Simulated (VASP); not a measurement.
# Si8C7 (P1) in VASP: single point with PBE

Aim: the single point of Si8C7 with PBE.

Program: VASP 6.6.1. These are calculated values, not measurements. Logs are shortened: lines on timing, memory, paths and dates and some standing lists are left out, and cuts for length are marked.

## 1. The cell of the first run

The typed cell holds 15 atoms: a = 8.720 Å, b = 4.360 Å, c = 4.360 Å, α = 90.00°, β = 90.00°, γ = 90.00°.

## 2. Single point, PBE

INCAR

```
SYSTEM = Si8C7
PREC     = Accurate       ! precision mode
ENCUT    = 520            ! plane-wave cutoff, eV
EDIFF    = 1E-6           ! SCF threshold, eV
ISMEAR   = 0              ! smearing method
SIGMA    = 0.01           ! smearing width, eV
LREAL    = Auto         
LASPH    = .True.         ! aspherical terms in the spheres
NELM     = 80             ! most SCF steps
ALGO     = Normal         ! electronic algorithm
ISIF     = 2              ! what is computed and relaxed
LWAVE    = .False.        ! write WAVECAR
LCHARG   = .False.        ! write CHGCAR
GGA      = PE             ! functional
NBANDS   = 43             ! bands
```

KPOINTS

```
Automatic mesh
0
Gamma
  1 1 1
  0 0 0
```

POSCAR

```
Si8C7
1.0
    8.7200000000      0.0000000000      0.0000000000
    0.0000000000      4.3600000000      0.0000000000
    0.0000000000      0.0000000000      4.3600000000
Si C
8 7
Direct
    0.9964900000      0.9993630000      0.0008910000
    0.9988430000      0.4881940000      0.4965050000
    0.2499520000      0.9946280000      0.4980240000
    0.2530460000      0.4973580000      0.0076300000
    0.5023850000      0.9974070000      0.9970470000
    0.4973940000      0.4971350000      0.5118960000
    0.7495520000      0.0039280000      0.5095640000
    0.7462830000      0.5050890000      0.9964950000
    0.1209200000      0.2577900000      0.2438020000
    0.1191340000      0.7410290000      0.7550760000
    0.3708200000      0.2530710000      0.7592030000
    0.3792360000      0.7397620000      0.2435500000
    0.6322070000      0.2582740000      0.2421450000
    0.8717790000      0.2413630000      0.7556510000
    0.8775900000      0.7446340000      0.2550440000
```

Potentials or basis: VASP PAW PBE potentials, release 64 (Si, C).

Started as:

```sh
> cat potpaw_PBE.64/Si/POTCAR potpaw_PBE.64/C/POTCAR > POTCAR
> mpirun -np 1 vasp_gam > vasp.out
```

OUTCAR:

```text
SYSTEM = Si8C7
   PREC = Accurate
   ENCUT = 520
   EDIFF = 1E-6
   ISMEAR = 0
   LREAL = Auto
   LASPH = .True.
   NELM = 80
   ISIF = 2
   GGA = PE

 ion  position               nearest neighbor table
   1  0.996  0.999  0.001-  14 1.85  15 1.88  10 1.89   9 1.89   2 3.04   7 3.04   2 3.06   8 3.07
                             7 3.09   3 3.10   8 3.10   2 3.10   3 3.11   4 3.12   4 3.13   2 3.13
   2  0.999  0.488  0.497-   9 1.83  15 1.86  10 1.89  14 1.91   7 3.03   1 3.04   1 3.06   3 3.07
                             4 3.08   8 3.10   8 3.10   1 3.10   3 3.11   7 3.13   1 3.13   4 3.14
   3  0.250  0.995  0.498-  11 1.92  12 1.93  10 1.94   9 1.95   4 3.05   6 3.06   4 3.06   2 3.07
                             6 3.08   5 3.10   1 3.10   5 3.10   4 3.10   2 3.11   1 3.11   4 3.12
   4  0.253  0.497  0.008-  11 1.83  12 1.84   9 1.87  10 1.92   6 3.04   3 3.05   6 3.06   3 3.06
                             2 3.08   5 3.08   5 3.08   3 3.10   1 3.12   3 3.12   1 3.13   2 3.14
   5  0.502  0.997  0.997-  12 1.89  11 1.91  13 1.93   8 3.02   7 3.03   6 3.04   6 3.04   8 3.07
                             4 3.08   4 3.08   3 3.10   3 3.10   7 3.10   6 3.13   6 3.13
   6  0.497  0.497  0.512-  11 1.87  12 1.88  13 1.96   8 3.03   4 3.04   5 3.04   5 3.04   3 3.06
                             4 3.06   7 3.08   3 3.08   7 3.12   8 3.12   5 3.13   5 3.13
   7  0.750  0.004  0.510-  14 1.83  13 1.91  15 1.94   5 3.03   2 3.03   1 3.04   8 3.04   8 3.05
                             6 3.08   1 3.09   5 3.10   6 3.12   8 3.12   8 3.13   2 3.13
   8  0.746  0.505  0.996-  13 1.82  14 1.90  15 1.92   5 3.02   6 3.03   7 3.04   7 3.05   1 3.07
                             5 3.07   2 3.10   2 3.10   1 3.10   7 3.12   6 3.12   7 3.13
   9  0.121  0.258  0.244-   2 1.83   4 1.87   1 1.89   3 1.95
  10  0.119  0.741  0.755-   1 1.89   2 1.89   4 1.92   3 1.94
  11  0.371  0.253  0.759-   4 1.83   6 1.87   5 1.91   3 1.92
  12  0.379  0.740  0.244-   4 1.84   6 1.88   5 1.89   3 1.93
  13  0.632  0.258  0.242-   8 1.82   7 1.91   5 1.93   6 1.96
  14  0.872  0.241  0.756-   7 1.83   1 1.85   8 1.90   2 1.91
  15  0.878  0.745  0.255-   2 1.86   1 1.88   8 1.92   7 1.94

  LATTYP: Found a simple tetragonal cell.
 ALAT       =     4.3600000000
 C/A-ratio  =     2.0000000000

  Lattice vectors:

 A1 = (   0.0000000000,   4.3600000000,   0.0000000000)
 A2 = (   0.0000000000,   0.0000000000,   4.3600000000)
 A3 = (   8.7200000000,   0.0000000000,   0.0000000000)

Analysis of symmetry for initial positions (statically):
=====================================================================
 Subroutine PRICEL returns:
 Original cell was already a primitive cell.

 Routine SETGRP: Setting up the symmetry group for a
 simple tetragonal supercell.

 Subroutine GETGRP returns: Found  1 space group operations
 (whereof  1 operations were pure point group operations)
 out of a pool of 16 trial point group operations.

The static configuration has the point symmetry C_1 .

Analysis of symmetry for dynamics (positions and initial velocities):
=====================================================================
 Subroutine PRICEL returns:
 Original cell was already a primitive cell.

 Routine SETGRP: Setting up the symmetry group for a
 simple tetragonal supercell.

 Subroutine GETGRP returns: Found  1 space group operations
 (whereof  1 operations were pure point group operations)
 out of a pool of 16 trial point group operations.

The dynamic configuration has the point symmetry C_1 .

 Subroutine INISYM returns: Found  1 space group operations
 (whereof  1 operations are pure point group operations),
 and found     1 'primitive' translations

----------------------------------------------------------------------------------------

                                     Primitive cell

  volume of cell :     165.7637

  direct lattice vectors                    reciprocal lattice vectors
     8.720000000  0.000000000  0.000000000     0.114678899  0.000000000  0.000000000
     0.000000000  4.360000000  0.000000000     0.000000000  0.229357798  0.000000000
     0.000000000  0.000000000  4.360000000     0.000000000  0.000000000  0.229357798

  length of vectors
     8.720000000  4.360000000  4.360000000     0.114678899  0.229357798  0.229357798

  position of ions in fractional coordinates (direct lattice)
     0.996490000  0.999363000  0.000891000
     0.998843000  0.488194000  0.496505000
     0.249952000  0.994628000  0.498024000
     0.253046000  0.497358000  0.007630000
     0.502385000  0.997407000  0.997047000
     0.497394000  0.497135000  0.511896000
     0.749552000  0.003928000  0.509564000
     0.746283000  0.505089000  0.996495000
     0.120920000  0.257790000  0.243802000
     0.119134000  0.741029000  0.755076000
     0.370820000  0.253071000  0.759203000
     0.379236000  0.739762000  0.243550000
     0.632207000  0.258274000  0.242145000
     0.871779000  0.241363000  0.755651000
     0.877590000  0.744634000  0.255044000

  ion indices of the primitive-cell ions
   primitive index   ion index
                 1           1
                 2           2
                 3           3
                 4           4
                 5           5
                 6           6
                 7           7
                 8           8
                 9           9
                10          10
                11          11
                12          12
                13          13
                14          14
                15          15

----------------------------------------------------------------------------------------

 KPOINTS: Automatic mesh

Automatic generation of k-mesh.
 Grid dimensions read from file:
 generate k-points for:    1    1    1

 Generating k-lattice:

  Cartesian coordinates                     Fractional coordinates (reciprocal lattice)
     0.114678899  0.000000000  0.000000000     1.000000000  0.000000000  0.000000000
     0.000000000  0.229357798  0.000000000     0.000000000  1.000000000  0.000000000
     0.000000000  0.000000000  0.229357798     0.000000000  0.000000000  1.000000000

  Length of vectors
     0.114678899  0.229357798  0.229357798

  Shift w.r.t. Gamma in fractional coordinates (k-lattice)
     0.000000000  0.000000000  0.000000000

 Subroutine IBZKPT returns following result:
 ===========================================

 Found      1 irreducible k-points:

 Following reciprocal coordinates:
            Coordinates               Weight
  0.000000  0.000000  0.000000      1.000000
   k-points           NKPTS =      1   k-points in BZ     NKDIM =      1   number of bands    NBANDS=     43
   number of dos      NEDOS =    301   number of ions     NIONS =     15
   total plane-waves  NPLWV =  71680
   dimension x,y,z NGX =    70 NGY =   32 NGZ =   32
   dimension x,y,z NGXF=   140 NGYF=   64 NGZF=   64
   ions per type =               8   7
   NGX,Y,Z   is equivalent  to a cutoff of  13.35, 12.20, 12.20 a.u.
   NGXF,Y,Z  is equivalent  to a cutoff of  26.69, 24.40, 24.40 a.u.
 SYSTEM =  Si8C7
   PREC   = accura    normal or accurate (medium, high low for compatibility)
   ISTART =      0    job   : 0-new  1-cont  2-samecut
   ICHARG =      2    charge: 1-file 2-atom 10-const
   ISPIN  =      1    spin polarized calculation?
   LNONCOLLINEAR =      F non collinear calculations
   LSORBIT =      F    spin-orbit coupling
   LASPH  =      T    aspherical Exc in radial PAW
   ENCUT  =  520.0 eV  38.22 Ry    6.18 a.u.  16.21  8.11  8.11*2*pi/ulx,y,z
   NELM   =     80;   NELMIN=  2; NELMDL= -5     # of ELM steps
   EDIFF  = 0.1E-05   stopping-criterion for ELM
   LREAL  =      T    real-space projection
   EDIFFG = 0.1E-04   stopping-criterion for IOM
   NSW    =      0    number of steps for IOM
   IBRION =     -1    ionic relax: 0-MD 1-quasi-New 2-CG
   NFREE  =      0    steps in history (QN), initial steepest desc. (CG)
   ISIF   =      2    stress and relaxation
   ISYM   =      2    0-nonsym 1-usesym 2-fastsym
   POTIM  = 0.5000    time-step for ionic-motion
   TEBEG  =    0.0;   TEEND  =   0.0 temperature during run
   PSTRESS=    0.0 pullay stress
   NELECT =      60.0000    total number of electrons
   NUPDOWN=      -1.0000    fix difference up-down
   EMIN   =  10.00;   EMAX   =-10.00  energy-range for DOS
   EFERMI =   0.00;   METHOD = LEGACY
   ISMEAR =     0;   SIGMA  =   0.01  broadening in eV -4-tet -1-fermi 0-gaus
   EFERMI_NEDOS =   21; number of points for ismear=-14 and -15
   IALGO  =     38    algorithm
   IMIX   =      4    mixing-type and parameters
     AMIX     =   0.40;   BMIX     =  1.00
     AMIX_MAG =   1.60;   BMIX_MAG =  1.00
  volume/ion in A,a.u.               =      11.05        74.58
  Fermi-wavevector in a.u.,A,eV,Ry     =   1.166708  2.204758 18.520346  1.361207
  Thomas-Fermi vector in A             =   2.303217
   LORBIT       =      0    0 simple, 1 ext, 2 COOP (PROOUT), +10 PAW based schemes
   GGA     = PE    functional components
   LHFCALC =     F    Hartree Fock is set to
   AEXX    =    0.0000 exact exchange contribution
   IVDW    =     0    specifies the selected vdW correction
   LEPSILON=     F    determine dielectric tensor
   LRPA    =     F    only Hartree local field effects (RPA)
 non-spin polarized calculation
 Gauss-broadening in eV      SIGMA  =   0.01
  energy-cutoff  :      520.00
  volume of cell :      165.76
 maximum number of plane-waves:      2223
 NGX is ok and might be reduce to    70
   NGX = 33   NGY = 17   NGZ = 17

 number of electron      59.9999994 magnetization

 Free energy of the ion-electron system (eV)
  ---------------------------------------------------
  ext. energy  EPLUGINS =         0.00000000
  ---------------------------------------------------
  free energy    TOTEN  =      -101.17991281 eV

  energy without entropy =     -101.16898444  energy(sigma->0) =     -101.17444863

 E-fermi :   9.1852     XC(G=0): -11.1763

 val. band max:        9.1833719679   @ k =   0.0000   0.0000   0.0000
 cond. band min:       9.1869499441   @ k =   0.0000   0.0000   0.0000
 fundamental gap:      0.0035779762
 Fermi energy:         9.1851609560

 k-point     1 :       0.0000    0.0000    0.0000
  band No.  band energies     occupation
      1      -7.4071      2.00000
      2      -6.0662      2.00000
      3      -5.6223      2.00000
      4      -2.8198      2.00000
      5      -2.7078      2.00000
      6      -2.4685      2.00000
[... 34 lines left out ...]
     41      13.0590      0.00000
     42      13.7706      0.00000
 [bands above 42 left out]

------------------------ aborting loop because EDIFF is reached ----------------------------------------

  FORCE on cell =-STRESS in cart. coord.  units (eV):
  Direction    XX          YY          ZZ          XY          YZ          ZX
  --------------------------------------------------------------------------------------
  -------------------------------------------------------------------------------------
  Total      -25.5356407     16.1768683     17.7295362      2.0290680     -1.2299567      0.2186890
  in kB     -246.8129126    156.3563662    171.3635669     19.6118116    -11.8880586      2.1137227
  external PRESSURE =      26.9690068 kB  Pullay stress =       0.0000000 kB

 VOLUME and BASIS-vectors are now :
 -----------------------------------------------------------------------------
  energy-cutoff  :      520.00
  volume of cell :      165.76
      direct lattice vectors                 reciprocal lattice vectors
     8.720000000  0.000000000  0.000000000     0.114678899  0.000000000  0.000000000
     0.000000000  4.360000000  0.000000000     0.000000000  0.229357798  0.000000000
     0.000000000  0.000000000  4.360000000     0.000000000  0.000000000  0.229357798

 POSITION                                       TOTAL-FORCE (eV/Angst)
 -----------------------------------------------------------------------------------
      8.68939      4.35722      0.00388         1.557036     -0.136528      0.175389
      8.70991      2.12853      2.16476         1.005649      0.483304      0.872551
      2.17958      4.33658      2.17138        -1.350235      0.180308      0.411233
      2.20656      2.16848      0.03327        -2.031102      0.211730     -0.782772
      4.38080      4.34869      4.34712        -1.430793      0.293218     -0.229465
      4.33728      2.16751      2.23187        -1.181333     -0.415219      0.009498
      6.53609      0.01713      2.22170         1.516062     -0.370840     -0.636799
      6.50759      2.20219      4.34472         2.359564      0.235418     -0.470571
      1.05442      1.12396      1.06298         0.761549     -1.257815      0.384679
      1.03885      3.23089      3.29213         0.320508      0.282539     -0.338345
      3.23355      1.10339      3.31013         0.637725     -1.123353     -0.842390
      3.30694      3.22536      1.06188         1.225350      0.997719      0.837889
      5.51285      1.12607      1.05575        -1.704262     -0.766800      0.681482
      7.60191      1.05234      3.29464        -0.912289      0.862742     -0.242043
      7.65258      3.24660      1.11199        -0.773429      0.523577      0.169665
 -----------------------------------------------------------------------------------
    total drift:                                0.004216     -0.008569     -0.007789

  FREE ENERGIE OF THE ION-ELECTRON SYSTEM (eV)
  ---------------------------------------------------
  free  energy   TOTEN  =      -101.1799128138 eV

  energy  without entropy=     -101.1689844396  energy(sigma->0) =     -101.17444863
```

Wall time 36 s (1 thread of Intel Xeon 6975P-C, shared host); peak memory 0.22 GiB.

What came out:

```yaml
Free_energy: -101.1799 eV
Pressure: 2.7 GPa
Largest_force: 2.418 eV/Å
Band_gap_on_the_k_mesh: 0.00 eV
```

Forces in eV/Å, atoms in the order of the input:
```
Si   1.557 -0.137  0.175
Si   1.006  0.483  0.873
Si  -1.350  0.180  0.411
Si  -2.031  0.212 -0.783
Si  -1.431  0.293 -0.229
Si  -1.181 -0.415  0.009
Si   1.516 -0.371 -0.637
Si   2.360  0.235 -0.471
C    0.762 -1.258  0.385
C    0.321  0.283 -0.338
C    0.638 -1.123 -0.842
C    1.225  0.998  0.838
C   -1.704 -0.767  0.681
C   -0.912  0.863 -0.242
C   -0.773  0.524  0.170
```

Caveat: the k points lie up to 1.44 Å⁻¹ apart; forces of over 1 eV/Å act on the atoms, so gaps and moduli don't describe the material at rest. A k mesh can miss the band edges.
